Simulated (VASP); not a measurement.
Runs of VASP 6.6.1 on Al. The structure is that of space group Im-3m (No. 229), or close to it. The cells are those of the table. 

```csv
task,cell,cutoff (eV),gap on the mesh (eV),pressure (GPa)
single point,"a = 2.564 Å, angles 109.5°, 1 atom",520,none,30.2
relaxation of cell and atoms,"relaxed from a = 2.756 Å, angles 109.5°, 1 atom",600,none,0.0
single point,"a = 2.646 Å, angles 109.5°, 1 atom",520,none,15.0
relaxation of cell and atoms,"relaxed to 15 GPa from a = 2.756 Å, angles 109.5°, 1 atom",600,none,15.0
single point,"a = 2.505 Å, angles 109.5°, 1 atom",520,none,(a)
relaxation of cell and atoms,"relaxed to 30 GPa from a = 2.756 Å, angles 109.5°, 1 atom",600,none,30.0
relaxation of cell and atoms,"relaxed to 45 GPa from a = 2.756 Å, angles 109.5°, 1 atom",600,none,45.0
single point,"a = 2.782 Å, angles 109.5°, 1 atom",520,none,0.1
```

Alike in all rows: level PBEsol; potentials or basis VASP PAW PBE potentials, release 64 (Al); no spin polarisation; k mesh 9 × 9 × 9; smearing methfessel-paxton 0.1 eV.

Problem. Estimate the missing entries.

Solution. (a) 45.3.

Caveats: the PAW data sets were made with another functional, which shifts forces and pressure a little; the cell is relaxed towards a set pressure, so the enthalpy falls and the energy may rise (some runs).

A gap of «none» marks levels without a gap at the run's occupations.
